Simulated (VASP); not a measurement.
Set up this calculation in VASP 6.6.1, as the native input.

```
Task                   : single point
Functional             : PBEsol
Potentials or basis    : VASP PAW PBE potentials, release 64 (Sb)
Cutoff                 : 520 eV
k mesh                 : 8 × 8 × 8
Occupations            : gaussian, width 0.1 eV
Spin                   : no spin polarisation
Dipole correction      : no
Further INCAR settings : ALGO = Fast; EDIFF = 1e-06; NBANDS = 8
```

The structure of Sb lies in POSCAR:

```
Sb
1.0
    0.0000000000      2.3634150119      2.3634150119
    2.3634150119      0.0000000000      2.3634150119
    2.3634150119      2.3634150119      0.0000000000
Sb
1
Direct
    0.0000000000      0.0000000000      0.0000000000
```

These files were run (other wordings do the same):

INCAR

```
PREC = Accurate
ENCUT = 520
EDIFF = 1E-6
ISMEAR = 0
SIGMA = 0.1
LREAL = False
LASPH = True
NELM = 80
ALGO = Fast
ISIF = 2
LWAVE = False
LCHARG = True
GGA = PS
LELF = True
LVHAR = True
NBANDS = 8
```

KPOINTS

```
regular mesh
0
Gamma
  8 8 8
```

Potentials or basis: VASP PAW PBE potentials, release 64 (Sb).

The run is started by

```bash
$ cat potpaw_PBE.64/Sb/POTCAR > POTCAR
$ mpirun -np 1 vasp_std > vasp.out
```

Results of the run:

```json
{"Pressure": "0.1 GPa"}
```

Caveat: the PAW data sets were made with another functional, which shifts forces and pressure a little.

Wall time 5.4 s on 1 thread of Intel(R) Xeon(R) 6975P-C (Granite Rapids), with other jobs on the host, peak memory 0.15 GiB.
